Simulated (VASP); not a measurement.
Here is a VASP 6.6.1 calculation.

INCAR

```
PREC = Accurate
ENCUT = 500
EDIFF = 1E-6
ISMEAR = 0
SIGMA = 0.02
LREAL = False
LASPH = True
NELM = 120
ALGO = Normal
ISIF = 2
LWAVE = False
LCHARG = False
GGA = PS
NBANDS = 10
GGA_COMPAT = False
```

Contents of KPOINTS:

```
Automatic mesh
0
Gamma
  1 1 1
```

POSCAR

```
H
1.0
    1.6658090373     -2.7469537335     -0.0052436491
    1.6113438920      2.7140848555      0.0007060932
   -0.0086892704      0.0068758389      6.2934434662
H
4
Direct
    0.5662535610      0.4206466936      0.9977276521
    0.4258355753      0.5462440783      0.0069937013
    0.4030250062      0.5602515494      0.5008543439
    0.5770581392      0.4048615582      0.5055121593
```

Potentials or basis: VASP PAW PBE potentials, release 64 (H).

Run with:

```bash
$ cat potpaw_PBE.64/H/POTCAR > POTCAR
$ mpirun -np 1 vasp_gam > vasp.out
```

Predict the pressure.

-15.4 GPa.

Predict the band gap on the k mesh.

10.50 eV.

What does it give for the largest force?

3.538 eV/Å.

Forces on the atoms (eV/Å):
```
H    0.135 -3.529 -0.214
H   -0.135  3.529  0.215
H    0.040 -0.356  0.055
H   -0.040  0.356 -0.056
```

Caveat: the k points lie up to 2.26 Å⁻¹ apart; the PAW data sets were made with another functional, which shifts forces and pressure a little. A k mesh can miss the band edges.
